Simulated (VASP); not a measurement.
# Al (Fm-3m) in VASP: notebook

Al is run at these levels: PBEsol; tasks: single point, relaxation of cell and atoms.

Program: VASP 6.6.1. These are calculated values, not measurements. Logs are shortened: lines on timing, memory, paths and dates and some standing lists are left out, and cuts for length are marked.

## (1) The cell of the first run

The structure is cubic, space group Fm-3m (No. 225). The conventional cell has a = 4.050 Å, b = 4.050 Å, c = 4.050 Å, α = 90.00°, β = 90.00°, γ = 90.00°. Within 3.8 Å of Al (site symmetry m-3m) lie 12 Al at 2.86 Å.

## (2) Single point, PBEsol

File INCAR:

```
SYSTEM = Al
  ALGO = Normal
  EDIFF = 1E-6
  ENCUT = 520
  GGA = PS
  ISIF = 2
  ISMEAR = 0
  LASPH = .True.
  LCHARG = .True.
  LELF = .True.
  LREAL = .False.
  LVHAR = .True.
  LWAVE = .False.
  NBANDS = 8
  NELM = 100
  PREC = Accurate
  SIGMA = 0.1
```

File KPOINTS:

```
k-points
0
Gamma
  8 8 8
  0 0 0
```

File POSCAR:

```
Al
1.0
    0.0000000000      2.0248050000      2.0248050000
    2.0248050000      0.0000000000      2.0248050000
    2.0248050000      2.0248050000      0.0000000000
Al
1
Direct
    0.0000000000      0.0000000000      0.0000000000
```

Potentials or basis: VASP PAW PBE potentials, release 64 (Al).

Launch:

```console
cat potpaw_PBE.64/Al/POTCAR > POTCAR
mpirun -np 1 vasp_std > vasp.out
```

OUTCAR:

```text
SYSTEM = Al
   EDIFF = 1E-6
   ENCUT = 520
   GGA = PS
   ISIF = 2
   ISMEAR = 0
   LASPH = .True.
   LREAL = .False.
   NELM = 100
   PREC = Accurate

 ion  position               nearest neighbor table
   1  0.000  0.000  0.000-

  LATTYP: Found a face centered cubic cell.
 ALAT       =     4.0496100000

  Lattice vectors:

 A1 = (   0.0000000000,   2.0248050000,   2.0248050000)
 A2 = (   2.0248050000,   0.0000000000,   2.0248050000)
 A3 = (   2.0248050000,   2.0248050000,   0.0000000000)

Analysis of symmetry for initial positions (statically):
=====================================================================
 Subroutine PRICEL returns:
 Original cell was already a primitive cell.

 Routine SETGRP: Setting up the symmetry group for a
 face centered cubic supercell.

 Subroutine GETGRP returns: Found 48 space group operations
[... 9 lines left out ...]

 Routine SETGRP: Setting up the symmetry group for a
 face centered cubic supercell.

 Subroutine GETGRP returns: Found 48 space group operations
 (whereof 48 operations were pure point group operations)
 out of a pool of 48 trial point group operations.

The dynamic configuration has the point symmetry O_h .

 Subroutine INISYM returns: Found 48 space group operations
 (whereof 48 operations are pure point group operations),
 and found     1 'primitive' translations

----------------------------------------------------------------------------------------

                                     Primitive cell

  volume of cell :      16.6027

  direct lattice vectors                    reciprocal lattice vectors
     0.000000000  2.024805000  2.024805000    -0.246937359  0.246937359  0.246937359
     2.024805000  0.000000000  2.024805000     0.246937359 -0.246937359  0.246937359
     2.024805000  2.024805000  0.000000000     0.246937359  0.246937359 -0.246937359

  length of vectors
     2.863506692  2.863506692  2.863506692     0.427708053  0.427708053  0.427708053

  position of ions in fractional coordinates (direct lattice)
     0.000000000  0.000000000  0.000000000

  ion indices of the primitive-cell ions
   primitive index   ion index
                 1           1

----------------------------------------------------------------------------------------

 KPOINTS: k-points

Automatic generation of k-mesh.
 Grid dimensions read from file:
[... 60 lines left out ...]
   LNONCOLLINEAR =      F non collinear calculations
   LSORBIT =      F    spin-orbit coupling
   LASPH  =      T    aspherical Exc in radial PAW
   ENCUT  =  520.0 eV  38.22 Ry    6.18 a.u.   5.32  5.32  5.32*2*pi/ulx,y,z
   NELM   =    100;   NELMIN=  2; NELMDL= -5     # of ELM steps
   EDIFF  = 0.1E-05   stopping-criterion for ELM
   LREAL  =      F    real-space projection
   EDIFFG = 0.1E-04   stopping-criterion for IOM
   NSW    =      0    number of steps for IOM
   IBRION =     -1    ionic relax: 0-MD 1-quasi-New 2-CG
   NFREE  =      0    steps in history (QN), initial steepest desc. (CG)
   ISIF   =      2    stress and relaxation
   ISYM   =      2    0-nonsym 1-usesym 2-fastsym
   POTIM  = 0.5000    time-step for ionic-motion
   TEBEG  =    0.0;   TEEND  =   0.0 temperature during run
   PSTRESS=    0.0 pullay stress
   NELECT =       3.0000    total number of electrons
   NUPDOWN=      -1.0000    fix difference up-down
   EMIN   =  10.00;   EMAX   =-10.00  energy-range for DOS
   EFERMI =   0.00;   METHOD = LEGACY
   ISMEAR =     0;   SIGMA  =   0.10  broadening in eV -4-tet -1-fermi 0-gaus
   EFERMI_NEDOS =   21; number of points for ismear=-14 and -15
   IALGO  =     38    algorithm
   IMIX   =      4    mixing-type and parameters
     AMIX     =   0.40;   BMIX     =  1.00
     AMIX_MAG =   1.60;   BMIX_MAG =  1.00
  volume/ion in A,a.u.               =      16.60       112.04
  Fermi-wavevector in a.u.,A,eV,Ry     =   0.925526  1.748991 11.654733  0.856599
  Thomas-Fermi vector in A             =   2.051390
   LORBIT       =      0    0 simple, 1 ext, 2 COOP (PROOUT), +10 PAW based schemes
   GGA     = PS    functional components
   LHFCALC =     F    Hartree Fock is set to
   AEXX    =    0.0000 exact exchange contribution
   IVDW    =     0    specifies the selected vdW correction
   LEPSILON=     F    determine dielectric tensor
   LRPA    =     F    only Hartree local field effects (RPA)
 non-spin polarized calculation
 Gauss-broadening in eV      SIGMA  =   0.10
  energy-cutoff  :      520.00
  volume of cell :       16.60
 maximum number of plane-waves:       459
 NGX is ok and might be reduce to    24
   NGX = 11   NGY = 11   NGZ = 11

 number of electron       3.0000000 magnetization

 Free energy of the ion-electron system (eV)
  ---------------------------------------------------
  ext. energy  EPLUGINS =         0.00000000
  ---------------------------------------------------
  free energy    TOTEN  =        -4.08504139 eV

  energy without entropy =       -4.08191231  energy(sigma->0) =       -4.08347685

 E-fermi :   7.9431     XC(G=0): -10.2334

 val. band max:        7.5689029142   @ k =  -0.2500   0.3750   0.1250
 cond. band min:       8.0202708824   @ k =   0.5000   0.2500   0.1250
 fundamental gap:      0.4513679682
 Fermi energy:         7.9431015880

 k-point     1 :       0.0000    0.0000    0.0000
  band No.  band energies     occupation
      1      -3.2006      2.00000
      2      20.4484      0.00000
      3      20.4484      0.00000
      4      20.4484      0.00000
      5      21.8925      0.00000
      6      21.8925      0.00000
      7      21.8925      0.00000
      8      24.3280      0.00000
[... 243 lines left out ...]
 k-point    24 :      -0.3750    0.2500    0.1250
  band No.  band energies     occupation
      1       4.3579      2.00000
      2       4.6090      2.00000
      3      12.8321      0.00000
      4      13.2998      0.00000
      5      21.1112      0.00000
      6      21.5451      0.00000
      7      28.0734      0.00000
      8      28.3791      0.00000

 [... further k-points ...]
[... 5 lines left out ...]
  --------------------------------------------------------------------------------------
  -------------------------------------------------------------------------------------
  Total       -0.1938671     -0.1938671     -0.1938671      0.0000000     -0.0000000      0.0000000
  in kB      -18.7083314    -18.7083314    -18.7083314      0.0000000     -0.0000000      0.0000000
  external PRESSURE =     -18.7083314 kB  Pullay stress =       0.0000000 kB

 VOLUME and BASIS-vectors are now :
 -----------------------------------------------------------------------------
  energy-cutoff  :      520.00
  volume of cell :       16.60
      direct lattice vectors                 reciprocal lattice vectors
     0.000000000  2.024805000  2.024805000    -0.246937359  0.246937359  0.246937359
     2.024805000  0.000000000  2.024805000     0.246937359 -0.246937359  0.246937359
     2.024805000  2.024805000  0.000000000     0.246937359  0.246937359 -0.246937359

 POSITION                                       TOTAL-FORCE (eV/Angst)
 -----------------------------------------------------------------------------------
      0.00000      0.00000      0.00000         0.000000      0.000000      0.000000
 -----------------------------------------------------------------------------------
    total drift:                               -0.000000      0.000000     -0.000000

  FREE ENERGIE OF THE ION-ELECTRON SYSTEM (eV)
  ---------------------------------------------------
  free  energy   TOTEN  =        -4.0850413928 eV

  energy  without entropy=       -4.0819123095  energy(sigma->0) =       -4.08347685
```

stdout:

```text
POSCAR found type information on POSCAR Al
 POSCAR found :  1 types and       1 ions
 scaLAPACK will be used
 -----------------------------------------------------------------------------
|                                                                             |
|                                                                             |
|     You enforced a specific xc type in the INCAR file but a different       |
|     I HOPE YOU KNOW WHAT YOU ARE DOING!                                     |
|                                                                             |
 -----------------------------------------------------------------------------

 LDA part: xc-table for (Slater+PW92), standard interpolation
 POSCAR, INCAR and KPOINTS ok, starting setup
 FFT: planning ... GRIDC
 FFT: planning ... GRID_SOFT
 FFT: planning ... GRID
 WAVECAR not read
 entering main loop
```

Run time: 5.6 s. Hardware: 1 thread of AMD EPYC 7R43 (Zen 3), shared host; peak memory 0.09 GiB.

Results:

```
Free energy : -4.0850 eV
Pressure    : -1.9 GPa
```

Levels at points of the mesh, in eV from the Fermi level:
```csv
k point,band 1,band 2,band 3,band 4,band 5,band 6
"(0.00, 0.00, 0.00)",-11.14,12.51,12.51,12.51,13.95,13.95
"(0.50, 0.00, 0.00)",-4.63,-4.42,11.27,11.27,11.35,11.35
"(0.50, 0.50, 0.00)",-2.96,-1.67,5.20,5.50,5.50,8.94
```

Caveat: the PAW data sets were made with another functional, which shifts forces and pressure a little.

## (3) Single point, PBEsol

This run uses another cell than the first one, of 16.19 Å³/atom, 0.975 times its volume.

File INCAR:

```
SYSTEM = Al
ALGO = Normal
EDIFF = 1E-6
ENCUT = 520
GGA = PS
ISIF = 2
ISMEAR = 0
LASPH = .TRUE.
LCHARG = .TRUE.
LELF = .TRUE.
LREAL = .FALSE.
LVHAR = .TRUE.
LWAVE = .FALSE.
NBANDS = 8
NELM = 60
PREC = Accurate
SIGMA = 0.1
```

File KPOINTS:

```
k-points
0
G
  18 18 18
  0 0 0
```

File POSCAR:

```
Al
1.0
    0.0000000000      2.0077938076      2.0077938076
    2.0077938076      0.0000000000      2.0077938076
    2.0077938076      2.0077938076      0.0000000000
Al
1
Direct
    0.0000000000      0.0000000000      0.0000000000
```

Potentials or basis: VASP PAW PBE potentials, release 64 (Al).

Launch:

```console
cat potpaw_PBE.64/Al/POTCAR > POTCAR
mpirun -np 1 vasp_std > vasp.out
```

It took 34 s on 1 thread of AMD EPYC 7R43 (Zen 3), shared host; peak memory 0.1 GiB.

Results (log left out):

```yaml
Free_energy: -4.0907 eV
Pressure: 0.0 GPa
```

Levels at points of the mesh, in eV from the Fermi level:
| k point | band 1 | band 2 | band 3 | band 4 | band 5 |
| --- | --- | --- | --- | --- | --- |
| (0.00, 0.00, 0.00) | -11.25 | 12.71 | 12.71 | 12.71 | 14.35 |
| (0.50, 0.00, 0.00) | -4.66 | -4.39 | 11.53 | 11.53 | 11.61 |
| (0.50, 0.50, 0.00) | -2.96 | -1.60 | 5.27 | 5.69 | 5.69 |

Caveat: the PAW data sets were made with another functional, which shifts forces and pressure a little.

## (4) Single point, PBEsol

This run uses another cell than the first one, of 16.20 Å³/atom, 0.976 times its volume.

File INCAR:

```
SYSTEM = Al
PREC     = Accurate       ! precision mode
ENCUT    = 520            ! plane-wave cutoff, eV
EDIFF    = 1E-6           ! SCF threshold, eV
ISMEAR   = -1             ! smearing method
SIGMA    = 0.15           ! smearing width, eV
LREAL    = .False.        ! projectors in reciprocal space
LASPH    = .True.         ! aspherical terms in the spheres
NELM     = 80             ! most SCF steps
ALGO     = Fast           ! electronic algorithm
ISIF     = 2              ! what is computed and relaxed
LWAVE    = .False.        ! write WAVECAR
LCHARG   = .False.        ! write CHGCAR
GGA      = PS             ! functional
NBANDS   = 8              ! bands
```

File KPOINTS:

```
regular mesh
0
Gamma
  20 20 20
  0 0 0
```

File POSCAR:

```
Al
1.0
    0.0000000000      2.0082299337      2.0082299337
    2.0082299337      0.0000000000      2.0082299337
    2.0082299337      2.0082299337      0.0000000000
Al
1
Direct
    0.0000000000      0.0000000000      0.0000000000
```

Launch:

```console
cat potpaw_PBE.64/Al/POTCAR > POTCAR
mpirun -np 1 vasp_std > vasp.out
```

Wall time 42 s (1 thread of AMD EPYC 7R43 (Zen 3), shared host); peak memory 0.11 GiB.

The run converged. Its results:

```yaml
Free_energy: -4.1069 eV
Pressure: 0.1 GPa
```

Levels at points of the mesh, in eV from the Fermi level:
```tsv
k point	band 1	band 2	band 3	band 4	band 5
(0.00, 0.00, 0.00)	-11.28	12.68	12.68	12.68	14.31
(0.50, 0.00, 0.00)	-4.69	-4.42	11.50	11.50	11.57
(0.50, 0.50, 0.00)	-2.98	-1.63	5.24	5.66	5.66
```

Caveat: the PAW data sets were made with another functional, which shifts forces and pressure a little.

## (5) Relaxation of cell and atoms, PBEsol

File INCAR:

```
SYSTEM = Al
  PREC = Accurate
  ENCUT = 600
  EDIFF = 1E-6
  ISMEAR = 0
  SIGMA = 0.1
  LREAL = .FALSE.
  LASPH = .TRUE.
  NELM = 60
  ALGO = Normal
  ISIF = 3
  LWAVE = .FALSE.
  LCHARG = .FALSE.
  GGA = PS
  IBRION = 2
  NSW = 100
  EDIFFG = -0.005
```

File KPOINTS:

```
Automatic mesh
0
G
  18 18 18
  0 0 0
```

File POSCAR:

```
Al
1.0
    0.0000000000      2.0248050000      2.0248050000
    2.0248050000      0.0000000000      2.0248050000
    2.0248050000      2.0248050000      0.0000000000
Al
1
Direct
    0.0000000000      0.0000000000      0.0000000000
```

Launch:

```console
cat potpaw_PBE.64/Al/POTCAR > POTCAR
mpirun -np 1 vasp_std > vasp.out
```

Run time: 38 s. Hardware: 1 thread of AMD EPYC 7R43 (Zen 3), shared host; peak memory 0.11 GiB.

It converged, with:

| Item | Value |
| --- | --- |
| Free energy | -4.0908 eV |
| Relaxed volume | 16.19 Å³/atom |
| Relaxed cell | a = 2.840 Å, b = 2.840 Å, c = 2.840 Å, α = 60.00°, β = 60.00°, γ = 60.00° |
| Space group after relaxing (to 0.05 Å) | Fm-3m (No. 225) |
| Energy gained by relaxing | 2.5 meV/atom |
| Ionic steps | 3 |
| Pressure after relaxing | 0.0 GPa |

The path:
```csv
step,energy change (eV),largest force (eV/Å),pressure (GPa),volume (Å³)
1,0.0000,0.0000,-1.90,16.60
2,-0.0024,0.0000,0.31,16.13
3,-0.0025,0.0000,0.00,16.19
```

Final structure:
```
Al
1.0
     0.00000    2.00803    2.00803
     2.00803    0.00000    2.00803
     2.00803    2.00803    0.00000
Al
1
Direct
  0.00000 0.00000 0.00000
```

Levels at points of the mesh, in eV from the Fermi level:
```
           k point  band 1  band 2  band 3  band 4  band 5
(0.00, 0.00, 0.00)  -11.25   12.71   12.71   12.71   14.34
(0.50, 0.00, 0.00)   -4.66   -4.39   11.53   11.53   11.60
(0.50, 0.50, 0.00)   -2.95   -1.60    5.27    5.68    5.68
```

Caveat: the PAW data sets were made with another functional, which shifts forces and pressure a little.

## (6) Overview

```tsv
task	cell	k mesh	cutoff (eV)	smearing	gap on the mesh (eV)	pressure (GPa)
single point	a = 2.864 Å, angles 60.0°, 1 atom	8 × 8 × 8	520	gaussian 0.1 eV	none	-1.9
single point	a = 2.839 Å, angles 60.0°, 1 atom	18 × 18 × 18	520	gaussian 0.1 eV	none	0.0
single point	a = 2.840 Å, angles 60.0°, 1 atom	20 × 20 × 20	520	fermi-dirac 0.15 eV	none	0.1
relaxation of cell and atoms	relaxed from a = 2.864 Å, angles 60.0°, 1 atom	18 × 18 × 18	600	gaussian 0.1 eV	none	0.0
```

Alike in all rows: level PBEsol; potentials or basis VASP PAW PBE potentials, release 64 (Al); no spin polarisation.

Caveats: the PAW data sets were made with another functional, which shifts forces and pressure a little.

Absolute energies hang on the potentials; compare differences alone.
